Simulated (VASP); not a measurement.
# KBr: single point with PBEsol+D3(BJ)

Crystal: KBr.

```
CELL_PARAMETERS angstrom
0.00000 3.20831 3.20831
3.20831 0.00000 3.20831
3.20831 3.20831 0.00000
ATOMIC_POSITIONS crystal
Br 0.50000 0.50000 0.50000
K 0.00000 0.00000 0.00000
```

```json
{
 "Program": "VASP 6.6.1",
 "Task": "single point",
 "Functional": "PBEsol",
 "Dispersion": "D3(BJ)",
 "Potentials or basis": "VASP PAW PBE potentials, release 64 (Br, K_sv)",
 "Cutoff": "520 eV",
 "k mesh": "7 × 7 × 7",
 "Occupations": "fermi-dirac, width 0.05 eV",
 "Spin": "no spin polarisation",
 "Dipole correction": "no",
 "Further INCAR settings": "ALGO = Normal; EDIFF = 1e-06; NBANDS = 15"
}
```

The pressure is 0.1 GPa. The band gap on the k mesh is 4.50 eV. The dispersion energy per atom is -0.225 eV.

Levels at points of the mesh, in eV from the valence-band top:
| k point | band 6 | band 7 | band 8 | band 9 | band 10 | band 11 |
| --- | --- | --- | --- | --- | --- | --- |
| (0.00, 0.00, 0.00) | 0.00 | 0.00 | 0.00 | 4.50 | 7.52 | 7.52 |

Run time: 26 s on 1 thread of AMD EPYC 7R13 (shared host), peak memory 0.19 GiB.

Caveat: the PAW data sets were made with another functional, which shifts forces and pressure a little.
